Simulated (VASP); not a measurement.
# La (Im-3m) in VASP: notebook

Runs on La. Level: PBE. Tasks: single point.

Program: VASP 6.6.1. These are calculated values, not measurements. Logs are shortened: lines on timing, memory, paths and dates and some standing lists are left out, and cuts for length are marked.

### Step 1. The cell of the first run

It takes space group Im-3m (No. 229, cubic). The conventional cell has a = 4.343 Å, b = 4.343 Å, c = 4.343 Å, α = 90.00°, β = 90.00°, γ = 90.00°. Within 4.9 Å of La (site symmetry m-3m) lie 14 La at 3.76 to 4.34 Å.

This isn't the form of La at room conditions, which is double hcp.

### Step 2. Single point, PBE, collinear spin (40.95 Å³/atom)

Contents of INCAR:

```
SYSTEM = La
PREC = Accurate
ENCUT = 520
EDIFF = 1E-6
ISMEAR = -1
SIGMA = 0.05
LREAL = .FALSE.
LASPH = .TRUE.
NELM = 150
ALGO = Normal
ISIF = 2
LWAVE = .FALSE.
LCHARG = .FALSE.
ISPIN = 2
MAGMOM = 0.279
LORBIT = 11
LMAXMIX = 6
GGA = PE
NBANDS = 16
```

Contents of KPOINTS:

```
Automatic mesh
0
G
  17 17 17
  0 0 0
```

Contents of POSCAR:

```
La
1.0
   -2.1712874117      2.1712874117      2.1712874117
    2.1712874117     -2.1712874117      2.1712874117
    2.1712874117      2.1712874117     -2.1712874117
La
1
Direct
    0.0000000000      0.0000000000      0.0000000000
```

Potentials or basis: VASP PAW PBE potentials, release 64 (La).

Command:

```sh
> cat potpaw_PBE.64/La/POTCAR > POTCAR
> mpirun -np 1 vasp_std > vasp.out
```

OUTCAR:

```text
SYSTEM = La
   PREC = Accurate
   ENCUT = 520
   EDIFF = 1E-6
   ISMEAR = -1
   LREAL = .FALSE.
   LASPH = .TRUE.
   NELM = 150
   ISIF = 2
   ISPIN = 2
   LORBIT = 11
   GGA = PE

 ion  position               nearest neighbor table
   1  0.000  0.000  0.000-

  LATTYP: Found a body centered cubic cell.
 ALAT       =     4.3425748234

  Lattice vectors:

 A1 = (  -2.1712874117,   2.1712874117,   2.1712874117)
 A2 = (   2.1712874117,  -2.1712874117,   2.1712874117)
 A3 = (   2.1712874117,   2.1712874117,  -2.1712874117)

Analysis of symmetry for initial positions (statically):
=====================================================================
 Subroutine PRICEL returns:
 Original cell was already a primitive cell.

 Routine SETGRP: Setting up the symmetry group for a
 body centered cubic supercell.

 Subroutine GETGRP returns: Found 48 space group operations
 (whereof 48 operations were pure point group operations)
 out of a pool of 48 trial point group operations.

The static configuration has the point symmetry O_h .

Analysis of symmetry for dynamics (positions and initial velocities):
=====================================================================
 Subroutine PRICEL returns:
 Original cell was already a primitive cell.

 Routine SETGRP: Setting up the symmetry group for a
 body centered cubic supercell.

 Subroutine GETGRP returns: Found 48 space group operations
 (whereof 48 operations were pure point group operations)
 out of a pool of 48 trial point group operations.

The dynamic configuration has the point symmetry O_h .

Analysis of structural, dynamic, and magnetic symmetry:
=====================================================================
 Subroutine PRICEL returns:
 Original cell was already a primitive cell.

 Routine SETGRP: Setting up the symmetry group for a
 body centered cubic supercell.

 Subroutine GETGRP returns: Found 48 space group operations
 (whereof 48 operations were pure point group operations)
 out of a pool of 48 trial point group operations.

The overall configuration has the point symmetry O_h .

 Subroutine INISYM returns: Found 48 space group operations
 (whereof 48 operations are pure point group operations),
 and found     1 'primitive' translations

----------------------------------------------------------------------------------------

                                     Primitive cell

  volume of cell :      40.9460

  direct lattice vectors                    reciprocal lattice vectors
    -2.171287412  2.171287412  2.171287412     0.000000000  0.230278128  0.230278128
     2.171287412 -2.171287412  2.171287412     0.230278128  0.000000000  0.230278128
     2.171287412  2.171287412 -2.171287412     0.230278128  0.230278128  0.000000000

  length of vectors
     3.760780115  3.760780115  3.760780115     0.325662451  0.325662451  0.325662451

  position of ions in fractional coordinates (direct lattice)
     0.000000000  0.000000000  0.000000000

  ion indices of the primitive-cell ions
   primitive index   ion index
                 1           1

----------------------------------------------------------------------------------------

 KPOINTS: Automatic mesh

Automatic generation of k-mesh.
 Grid dimensions read from file:
 generate k-points for:   17   17   17

 Generating k-lattice:

  Cartesian coordinates                     Fractional coordinates (reciprocal lattice)
     0.000000000  0.013545772  0.013545772     0.058823529  0.000000000  0.000000000
     0.013545772  0.000000000  0.013545772     0.000000000  0.058823529  0.000000000
     0.013545772  0.013545772  0.000000000     0.000000000  0.000000000  0.058823529

  Length of vectors
     0.019156615  0.019156615  0.019156615

  Shift w.r.t. Gamma in fractional coordinates (k-lattice)
     0.000000000  0.000000000  0.000000000

 Subroutine IBZKPT returns following result:
 ===========================================

 Found    165 irreducible k-points:

 Following reciprocal coordinates:
            Coordinates               Weight
  0.000000  0.000000  0.000000      1.000000
  0.058824  0.000000  0.000000     12.000000
  0.117647  0.000000  0.000000     12.000000
  0.176471  0.000000  0.000000     12.000000
  0.235294  0.000000  0.000000     12.000000
  0.294118  0.000000  0.000000     12.000000
[... 16 lines left out ...]
  0.411765  0.117647  0.000000     48.000000
  0.176471  0.176471  0.000000     24.000000
 [... further k-points ...]
   k-points           NKPTS =    165   k-points in BZ     NKDIM =    165   number of bands    NBANDS=     16
   number of dos      NEDOS =    301   number of ions     NIONS =      1
   total plane-waves  NPLWV =  21952
   dimension x,y,z NGX =    28 NGY =   28 NGZ =   28
   dimension x,y,z NGXF=    56 NGYF=   56 NGZF=   56
   ions per type =               1
   NGX,Y,Z   is equivalent  to a cutoff of  12.38, 12.38, 12.38 a.u.
   NGXF,Y,Z  is equivalent  to a cutoff of  24.75, 24.75, 24.75 a.u.
 SYSTEM =  La
[... 106 lines left out ...]
[... 324 lines left out ...]
 k-point    22 :       0.3529    0.1176    0.0000
  band No.  band energies     occupation
      1     -25.9887      1.00000
      2     -10.2291      1.00000
      3      -9.6377      1.00000
      4      -9.3484      1.00000
      5       5.4645      1.00000
      6       6.7950      0.98395
[... 8 lines left out ...]
     15      10.3682      0.00000
     16      11.1133      0.00000

 k-point    23 :       0.4118    0.1176    0.0000
  band No.  band energies     occupation
      1     -25.9797      1.00000
      2     -10.2813      1.00000
      3      -9.6645      1.00000
      4      -9.3498      1.00000
      5       5.4272      1.00000
      6       6.7481      0.99366
[... 8 lines left out ...]
     15      10.3730      0.00000
     16      11.2298      0.00000

 k-point    24 :       0.1765    0.1765    0.0000
  band No.  band energies     occupation
      1     -26.0298      1.00000
      2      -9.9663      1.00000
      3      -9.5139      1.00000
      4      -9.3597      1.00000
      5       5.4287      1.00000
      6       6.9698      0.65047
[... 8 lines left out ...]
     15      10.0680      0.00000
     16      10.9431      0.00000

 [... further k-points ...]

 spin component 2

 k-point     1 :       0.0000    0.0000    0.0000
  band No.  band energies     occupation
      1     -26.0125      1.00000
      2      -9.1446      1.00000
      3      -9.1446      1.00000
      4      -9.1446      1.00000
      5       3.9255      1.00000
      6       8.4011      0.00000
[... 8 lines left out ...]
     15       9.1352      0.00000
     16      10.4728      0.00000

 k-point     2 :       0.0588    0.0000    0.0000
  band No.  band energies     occupation
      1     -26.0080      1.00000
      2      -9.1828      1.00000
      3      -9.1559      1.00000
      4      -9.1450      1.00000
      5       4.0220      1.00000
      6       8.2670      0.00000
[... 8 lines left out ...]
     15       9.1981      0.00000
     16      10.4141      0.00000

 k-point     3 :       0.1176    0.0000    0.0000
  band No.  band energies     occupation
      1     -25.9948      1.00000
      2      -9.2903      1.00000
      3      -9.1881      1.00000
      4      -9.1461      1.00000
      5       4.2961      1.00000
      6       8.0438      0.00000
[... 8 lines left out ...]
     15       9.4339      0.00000
     16      10.2973      0.00000

 k-point     4 :       0.1765    0.0000    0.0000
  band No.  band energies     occupation
      1     -25.9747      1.00000
      2      -9.4484      1.00000
      3      -9.2363      1.00000
      4      -9.1479      1.00000
      5       4.6977      1.00000
      6       7.8100      0.00000
[... 8 lines left out ...]
     15       9.8587      0.00000
     16      10.2339      0.00000
[... 324 lines left out ...]
 k-point    22 :       0.3529    0.1176    0.0000
  band No.  band energies     occupation
      1     -25.8792      1.00000
      2     -10.0594      1.00000
      3      -9.4829      1.00000
      4      -9.2044      1.00000
      5       5.7812      1.00000
      6       7.1428      0.05524
[... 8 lines left out ...]
     15      10.5775      0.00000
     16      11.2901      0.00000

 k-point    23 :       0.4118    0.1176    0.0000
  band No.  band energies     occupation
      1     -25.8704      1.00000
      2     -10.1102      1.00000
      3      -9.5089      1.00000
      4      -9.2059      1.00000
      5       5.7421      1.00000
      6       7.1005      0.11990
[... 8 lines left out ...]
     15      10.5804      0.00000
     16      11.4177      0.00000

 k-point    24 :       0.1765    0.1765    0.0000
  band No.  band energies     occupation
      1     -25.9191      1.00000
      2      -9.8032      1.00000
      3      -9.3633      1.00000
      4      -9.2147      1.00000
      5       5.7532      1.00000
      6       7.2484      0.00702
[... 8 lines left out ...]
     15      10.2375      0.00000
     16      11.1056      0.00000

 [... further k-points ...]
[... 5 lines left out ...]
  --------------------------------------------------------------------------------------
  -------------------------------------------------------------------------------------
  Total       -0.4687768     -0.4687768     -0.4687768     -0.0000000     -0.0000000      0.0000000
  in kB      -18.3427646    -18.3427646    -18.3427646     -0.0000000     -0.0000000      0.0000000
  external PRESSURE =     -18.3427646 kB  Pullay stress =       0.0000000 kB

 VOLUME and BASIS-vectors are now :
 -----------------------------------------------------------------------------
  energy-cutoff  :      520.00
  volume of cell :       40.95
      direct lattice vectors                 reciprocal lattice vectors
    -2.171287412  2.171287412  2.171287412     0.000000000  0.230278128  0.230278128
     2.171287412 -2.171287412  2.171287412     0.230278128  0.000000000  0.230278128
     2.171287412  2.171287412 -2.171287412     0.230278128  0.230278128  0.000000000

 POSITION                                       TOTAL-FORCE (eV/Angst)
 -----------------------------------------------------------------------------------
      0.00000      0.00000      0.00000        -0.000000      0.000000     -0.000000
 -----------------------------------------------------------------------------------
    total drift:                                0.000000     -0.000000     -0.000000

  FREE ENERGIE OF THE ION-ELECTRON SYSTEM (eV)
  ---------------------------------------------------
  free  energy   TOTEN  =        -4.7529070918 eV

  energy  without entropy=       -4.7332993760  energy(sigma->0) =       -4.74310323

 total charge

# of ion       s       p       d       f       tot
--------------------------------------------------
    1        2.061   5.571   0.820   0.072   8.524

 magnetization (x)

# of ion       s       p       d       f       tot
--------------------------------------------------
    1        0.001   0.008   0.189   0.020   0.218
```

Run time: 3 min. Hardware: 1 thread of Intel Xeon Platinum 8488C (Sapphire Rapids), shared host; peak memory 0.31 GiB.

What came out:

| Quantity | Value |
| --- | --- |
| Free energy | -4.7529 eV |
| Pressure | -1.8 GPa |
| Net moment | 0.49 μB per cell |
| Site moments | La +0.22 μB |
| Valence electrons inside the program's atomic spheres | La 8.52 |

Caveat: spin-orbit coupling is left out, which moves the levels of the heavy elements.

### Step 3. Single point, PBE, collinear spin (42.46 Å³/atom)

This run uses another cell than the first one, of 42.46 Å³/atom.

Contents of INCAR:

```
SYSTEM = La
ALGO = Normal
EDIFF = 1E-6
ENCUT = 520
GGA = PE
ISIF = 2
ISMEAR = -1
ISPIN = 2
LASPH = .True.
LCHARG = .False.
LMAXMIX = 6
LORBIT = 11
LREAL = .False.
LWAVE = .False.
MAGMOM = 0.279
NBANDS = 16
NELM = 150
PREC = Accurate
SIGMA = 0.05
```

Contents of KPOINTS:

```
k-points
0
Gamma
  17 17 17
  0 0 0
```

Contents of POSCAR:

```
La
1.0
   -2.1977691364      2.1977691364      2.1977691364
    2.1977691364     -2.1977691364      2.1977691364
    2.1977691364      2.1977691364     -2.1977691364
La
1
Direct
    0.0000000000      0.0000000000      0.0000000000
```

Potentials or basis: VASP PAW PBE potentials, release 64 (La).

Command:

```sh
> cat potpaw_PBE.64/La/POTCAR > POTCAR
> mpirun -np 1 vasp_std > vasp.out
```

Run time: 2.6 min. Hardware: 1 thread of Intel Xeon Platinum 8488C (Sapphire Rapids), shared host; peak memory 0.32 GiB.

The run converged. Its results:

* Free energy: -4.7322 eV
* Pressure: -2.6 GPa
* Net moment: 0.49 μB per cell
* Site moments: La +0.22 μB
* Valence electrons inside the program's atomic spheres: La 8.50

Levels at points of the mesh, in eV from the Fermi level:
Spin up:
```tsv
k point	band 3	band 4	band 5	band 6	band 7	band 8	band 9	band 10
(0.00, 0.00, 0.00)	-16.41	-16.41	-3.41	1.16	1.16	1.16	1.24	1.24
```
Spin down:
```
           k point  band 3  band 4  band 5  band 6  band 7  band 8
(0.00, 0.00, 0.00)  -16.26  -16.26   -3.08    1.34    1.34    1.34
```

Caveat: spin-orbit coupling is left out, which moves the levels of the heavy elements.

### Step 4. Single point, PBE, collinear spin

This run uses another cell than the first one, of 37.91 Å³/atom.

Contents of INCAR:

```
SYSTEM = La
PREC     = Accurate       ! precision mode
ENCUT    = 520            ! plane-wave cutoff, eV
EDIFF    = 1E-6           ! SCF threshold, eV
ISMEAR   = -1             ! smearing method
SIGMA    = 0.05           ! smearing width, eV
LREAL    = .FALSE.        ! projectors in reciprocal space
LASPH    = .TRUE.         ! aspherical terms in the spheres
NELM     = 150            ! most SCF steps
ALGO     = Normal         ! electronic algorithm
ISIF     = 2              ! what is computed and relaxed
LWAVE    = .FALSE.        ! write WAVECAR
LCHARG   = .TRUE.         ! write CHGCAR
ISPIN    = 2              ! spin polarisation
MAGMOM   = 1              ! initial moments
LORBIT   = 11             ! projections on sites
LMAXMIX  = 6              ! l up to which the mixer works
GGA      = PE             ! functional
LELF     = .TRUE.         ! ELF
LVHAR    = .TRUE.       
NBANDS   = 16             ! bands
```

Contents of KPOINTS:

```
regular mesh
0
G
  11 11 11
  0 0 0
```

Contents of POSCAR:

```
La
1.0
   -2.1162943022      2.1162943022      2.1162943022
    2.1162943022     -2.1162943022      2.1162943022
    2.1162943022      2.1162943022     -2.1162943022
La
1
Direct
    0.0000000000      0.0000000000      0.0000000000
```

Command:

```sh
> cat potpaw_PBE.64/La/POTCAR > POTCAR
> mpirun -np 1 vasp_std > vasp.out
```

It took 36 s on 1 thread of Intel Xeon 6975P-C (Granite Rapids), shared host; peak memory 0.22 GiB.

It converged, with:

* Free energy: -4.7703 eV
* Pressure: 0.0 GPa
* Net moment: 0.56 μB per cell
* Site moments: La +0.26 μB
* Valence electrons inside the program's atomic spheres: La 8.58

Levels at points of the mesh, in eV from the Fermi level:
Spin up:
```
           k point  band 2  band 3  band 4  band 5  band 6  band 7  band 8  band 9  band 10  band 11
(0.00, 0.00, 0.00)  -16.04  -16.04  -16.04   -3.40    1.25    1.25    1.25    1.41     1.41     1.41
```
Spin down:
```
           k point  band 1  band 2  band 3  band 4  band 5  band 6  band 7  band 8  band 9  band 10
(0.00, 0.00, 0.00)  -32.87  -15.87  -15.87  -15.87   -3.00    1.54    1.54    1.54    1.66     1.66
```

Caveat: spin-orbit coupling is left out, which moves the levels of the heavy elements.

### Step 5. Single point, PBE, collinear spin (33.36 Å³/atom)

This run uses another cell than the first one, of 33.36 Å³/atom.

Edit INCAR of step 4 so:

```diff
@@ -12,5 +12,5 @@
 LWAVE    = .FALSE.        ! write WAVECAR
-LCHARG   = .TRUE.         ! write CHGCAR
+LCHARG   = .FALSE.        ! write CHGCAR
 ISPIN    = 2              ! spin polarisation
-MAGMOM   = 1              ! initial moments
+MAGMOM   = 0.279          ! initial moments
 LORBIT   = 11             ! projections on sites
@@ -18,4 +18,2 @@
 GGA      = PE             ! functional
-LELF     = .TRUE.         ! ELF
-LVHAR    = .TRUE.       
 NBANDS   = 16             ! bands
```

Contents of KPOINTS:

```
Automatic mesh
0
G
  17 17 17
  0 0 0
```

Contents of POSCAR:

```
La
1.0
   -2.0280109086      2.0280109086      2.0280109086
    2.0280109086     -2.0280109086      2.0280109086
    2.0280109086      2.0280109086     -2.0280109086
La
1
Direct
    0.0000000000      0.0000000000      0.0000000000
```

Command:

```sh
> cat potpaw_PBE.64/La/POTCAR > POTCAR
> mpirun -np 1 vasp_std > vasp.out
```

Wall time 94 s (1 thread of Intel Xeon 6975P-C (Granite Rapids), shared host); peak memory 0.29 GiB.

Results (log left out):

| Property | Result |
| --- | --- |
| Free energy | -4.7180 eV |
| Pressure | 4.0 GPa |
| Net moment | 0.33 μB per cell |
| Site moments | La +0.16 μB |
| Valence electrons inside the program's atomic spheres | La 8.69 |

Levels at points of the mesh, in eV from the Fermi level:
Spin up:
```
           k point  band 4  band 5  band 6  band 7  band 8  band 9
(0.00, 0.00, 0.00)  -15.53   -3.15    1.48    1.48    1.48    1.62
```
Spin down:
```tsv
k point	band 1	band 2	band 3	band 4	band 5	band 6	band 7	band 8	band 9	band 10
(0.00, 0.00, 0.00)	-32.70	-15.43	-15.43	-15.43	-2.91	1.70	1.70	1.70	1.73	1.73
```

Caveat: the cell stands under pressure; spin-orbit coupling is left out, which moves the levels of the heavy elements.

### Step 6. Overview

| cell | k mesh | gap on the mesh (eV) | pressure (GPa) | moment (μB) |
| --- | --- | --- | --- | --- |
| a = 3.761 Å, angles 109.5°, 1 atom | 17 × 17 × 17 | none | -1.8 | 0.49 |
| a = 3.807 Å, angles 109.5°, 1 atom | 17 × 17 × 17 | none | -2.6 | 0.49 |
| a = 3.666 Å, angles 109.5°, 1 atom | 11 × 11 × 11 | none | 0.0 | 0.56 |
| a = 3.513 Å, angles 109.5°, 1 atom | 17 × 17 × 17 | none | 4.0 | 0.33 |

Alike in all rows: task single point; level PBE; potentials or basis VASP PAW PBE potentials, release 64 (La); spin collinear; cutoff (eV) 520; smearing fermi-dirac 0.05 eV.

Caveats: spin-orbit coupling is left out, which moves the levels of the heavy elements; the cell stands under pressure (at least some runs).

Total energies depend on the potentials used, so only differences within one code and one set of settings carry meaning.
